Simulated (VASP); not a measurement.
Here is a VASP 6.6.1 calculation.

File INCAR:

```
PREC     = Accurate       # precision mode
ENCUT    = 520            # plane-wave cutoff, eV
EDIFF    = 1E-6           # SCF threshold, eV
ISMEAR   = 0              # smearing method
SIGMA    = 0.05           # smearing width, eV
LREAL    = Auto         
LASPH    = T              # aspherical terms in the spheres
NELM     = 100            # most SCF steps
ALGO     = Normal         # electronic algorithm
ISIF     = 2              # what is computed and relaxed
LWAVE    = F              # write WAVECAR
LCHARG   = F              # write CHGCAR
GGA      = PE             # functional
IVDW     = 12             # dispersion correction
NELECT   = 74.0         
NBANDS   = 52             # bands
```

The input KPOINTS:

```
Automatic mesh
0
Gamma
  2 2 2
```

POSCAR

```
CuSi16
1.0
    0.0000000000      5.4300000000      5.4300000000
    5.4300000000      0.0000000000      5.4300000000
    5.4300000000      5.4300000000      0.0000000000
Si Cu
16 1
Direct
   -0.0047772560     -0.0120356354      0.0081453959
    0.1287356354      0.1191371087      0.1297409761
    0.0030907919     -0.0030696133      0.5027913444
    0.1214085635      0.1184748619      0.6360347145
   -0.0062680479      0.5081507366      0.0076538674
    0.1149524862      0.6149290976      0.1514397790
   -0.0076071823      0.4923609576      0.5225988950
    0.1218435543      0.6231304788      0.6356908840
    0.4958615101      0.0193451197     -0.0311281768
    0.6121505525      0.1159197974      0.1251993554
    0.4936488029     -0.0025839779      0.4986311234
    0.6306230203      0.1358697974      0.5972904236
    0.4849736648      0.5069325967      0.0022303867
    0.6104457643      0.6487290055      0.1231428177
    0.4940506446      0.5110206262      0.4967843462
    0.6200362799      0.6238014733      0.6309254144
    0.7719007366      0.2896079190      0.1496659300
```

Potentials or basis: VASP PAW PBE potentials, release 64 (Si, Cu).

Run with:

```sh
$ cat potpaw_PBE.64/Si/POTCAR potpaw_PBE.64/Cu/POTCAR > POTCAR
$ mpirun -np 1 vasp_std > vasp.out
```

(1) Estimate the largest force.

(2) Predict the dispersion energy per atom.

## Answers

(1) 0.097 eV/Å.

(2) -0.334 eV.

Caveat: the k points lie up to 0.50 Å⁻¹ apart; the cell carries a net charge on a neutralising background, which shifts energy and pressure.
